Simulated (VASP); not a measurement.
# C: single point with PBE+D3(BJ)

System: C, a slab with vacuum.

```
C
1.0
     2.46498    0.00000    0.00000
    -1.23249    2.13474    0.00000
     0.00000    0.00000   26.00000
C
2
Cartesian
  0.0000 0.0000 13.0000
  1.2325 0.7116 13.0000
```

This cell differs from its parent crystal: atoms taken out.

| Quantity | Value |
| --- | --- |
| Program | VASP 6.6.1 |
| Task | single point |
| Functional | PBE |
| Dispersion | D3(BJ) |
| Potentials or basis | VASP PAW PBE potentials, release 64 (C) |
| Cutoff | 520 eV |
| k mesh | 12 × 12 × 1 |
| Occupations | gaussian, width 0.1 eV |
| Spin | no spin polarisation |

* Band gap on the k mesh: zero (filled and empty bands touch)
* Dispersion energy per atom: -0.089 eV

Levels at points of the mesh, in eV from the Fermi level:
```csv
k point,band 1,band 2,band 3,band 4,band 5,band 6,band 7,band 8
"(0.00, 0.00, 0.00)",-19.53,-7.63,-3.05,-3.05,3.26,4.03,4.29,4.76
"(0.50, 0.00, 0.00)",-14.29,-13.25,-6.43,-2.36,1.68,7.38,11.11,11.27
```

Wall time 20 s on 1 thread of Intel(R) Xeon(R) 6975P-C (Granite Rapids), with other jobs on the host, peak memory 0.24 GiB.

Caveat: the cell differs from its parent crystal (atoms taken out).
